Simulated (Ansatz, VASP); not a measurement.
# LiTa4O: VASP beside Ansatz

```xyz
6
Lattice="6.8751 0.0000 0.0000 0.0000 6.8751 0.0000 0.0000 0.0000 2.6816" Properties=species:S:1:pos:R:3 pbc="T T T"
Li    3.4375    3.4375    1.3408
Ta    4.8342    0.0000    1.3408
Ta    2.0409    0.0000    1.3408
Ta    0.0000    4.8342    1.3408
Ta    0.0000    2.0409    1.3408
O     0.0000    0.0000    1.3408
```

Alike in both runs: functional PBE; k mesh 4 × 4 × 6; occupations gaussian, width 0.1 eV; no spin polarisation.

Ansatz relaxed the structure, and its values are those at the end. VASP's run is a single point on that final structure, the one shown.

|  | VASP | Ansatz |
| --- | --- | --- |
| version | VASP 6.6.1 | Ansatz 0.2.0 |
| potentials or method | VASP PAW PBE potentials, release 64 (Li_sv, Ta_pv, O), cutoff 520 eV | scalar-relativistic, plane waves, PAW |
| valence electrons in the cell | 53 | 61 |

Ansatz gave:

| Property | Result |
| --- | --- |
| gap on the k mesh at the Fermi level (eV) | none |
| rms of the force components (eV/Å) | 0.001 |

Estimate VASP's values.

gap on the k mesh at the Fermi level (eV): none; rms of the force components (eV/Å): 0.020.

A gap of «none» marks a metal or a gap that the smearing closes. VASP's potentials hold 53 valence electrons a cell and Ansatz's 61, so a difference there can come from the potentials and not from the codes.

The k mesh is coarse, so the values compare programs but aren't converged. Neither program's run includes spin-orbit coupling. Noted on VASP's run: the cutoff is under 1.25 times that of the potentials, so the pressure is a little rough.
